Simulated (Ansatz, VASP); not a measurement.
ZrSi2: VASP beside Ansatz

The input INCAR:

```
SYSTEM = ZrSi2
PREC     = Accurate       ! precision mode
ENCUT    = 520            ! plane-wave cutoff, eV
EDIFF    = 1E-6           ! SCF threshold, eV
ISMEAR   = 0              ! smearing method
SIGMA    = 0.1            ! smearing width, eV
LREAL    = .False.        ! projectors in reciprocal space
LASPH    = .True.         ! aspherical terms in the spheres
NELM     = 80             ! most SCF steps
ALGO     = Normal         ! electronic algorithm
ISIF     = 2              ! what is computed and relaxed
LWAVE    = .False.        ! write WAVECAR
LCHARG   = .False.        ! write CHGCAR
GGA      = PE             ! functional
NBANDS   = 17             ! bands
```

Contents of KPOINTS:

```
regular mesh
0
Gamma
  6 6 4
  0 0 0
```

POSCAR

```
ZrSi2
1.0
    3.7316759159      0.0000000000      0.0000000000
   -1.8658379580      3.2317261419      0.0000000000
    0.0000000000      0.0000000000      4.0292181817
Zr Si
1 2
Direct
    0.0000000000      0.0000000000      0.0000000000
    0.3333333333      0.6666666667      0.5000000000
    0.6666666667      0.3333333333      0.5000000000
```

Input for Ansatz:

```yaml
crystal:
  lattice:
    - [3.7316759159, 0.0, 0.0]
    - [-1.865837958, 3.2317261419, 0.0]
    - [0.0, 0.0, 4.0292181817]
  atoms:
    - { symbol: Zr, position: [0.0, 0.0, 0.0] }
    - { symbol: Si, position: [0.3333333333, 0.6666666667, 0.5] }
    - { symbol: Si, position: [0.6666666667, 0.3333333333, 0.5] }
basis:
  ecutwfc: 420
kpoints:
  mp_grid: { grid: [6, 6, 4] }
hamiltonian:
  xc: pbe
scf:
  occupations: { method: gaussian, width: 0.1 }
  lower_state_search: "off"
output:
  forces: true
  stress: true
  eigenvalues: true
```

Alike in both runs: task single point; functional PBE; k mesh 6 × 6 × 4; occupations gaussian, width 0.1 eV; no spin polarisation.

|  | VASP | Ansatz |
| --- | --- | --- |
| version | VASP 6.6.1 | Ansatz 0.2.0 |
| potentials or method | VASP PAW PBE potentials, release 64 (Zr_sv, Si), cutoff 520 eV | scalar-relativistic, plane waves, PAW |
| valence electrons in the cell | 20 | 20 |

Ansatz gave:

* gap on the k mesh at the Fermi level (eV): none
* pressure (GPa): 11.0
* traceless stress, the component that is largest in VASP (GPa): -22.53

Problem. Which values does VASP return?

Solution. gap on the k mesh at the Fermi level (eV): none; pressure (GPa): 10.9; traceless stress, the component that is largest in VASP (GPa): -22.39.

A gap of «none» marks a metal or a gap that the smearing closes.

The k mesh is coarse, so the values compare programs but aren't converged.
